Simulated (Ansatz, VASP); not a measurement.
# Na4Pd: VASP beside Ansatz

```
Na Pd
1.0
     5.56482    0.00000    0.00000
     0.00000    5.56482    0.00000
     0.00000    0.00000    5.56482
Na Pd
4 1
Cartesian
  2.7824 0.0000 0.0000
  0.0000 2.7824 0.0000
  0.0000 0.0000 2.7824
  2.7824 2.7824 2.7824
  0.0000 0.0000 0.0000
```

Alike in both runs: functional PBE; k mesh 8 × 8 × 8; occupations gaussian, width 0.1 eV; no spin polarisation.

Ansatz relaxed the structure, and its values are those at the end. VASP's run is a single point on that final structure, the one shown.

|  | VASP | Ansatz |
| --- | --- | --- |
| version | VASP 6.6.1 | Ansatz 0.2.0 |
| potentials or method | VASP PAW PBE potentials, release 64 (Na_pv, Pd), cutoff 520 eV | scalar-relativistic, plane waves, PAW |
| valence electrons in the cell | 38 | 54 |

Ansatz gave:

```
gap on the k mesh at the Fermi level (eV) : none
pressure (GPa)                            : 0.0
```

Problem. What did VASP give for the same quantities?

Solution. gap on the k mesh at the Fermi level (eV): none; pressure (GPa): 0.1.

A gap of «none» marks a metal or a gap that the smearing closes. With one functional, cell and mesh, what is left measures potentials, basis and numerics. VASP's potentials hold 38 valence electrons a cell and Ansatz's 54, so a difference there can come from the potentials and not from the codes.
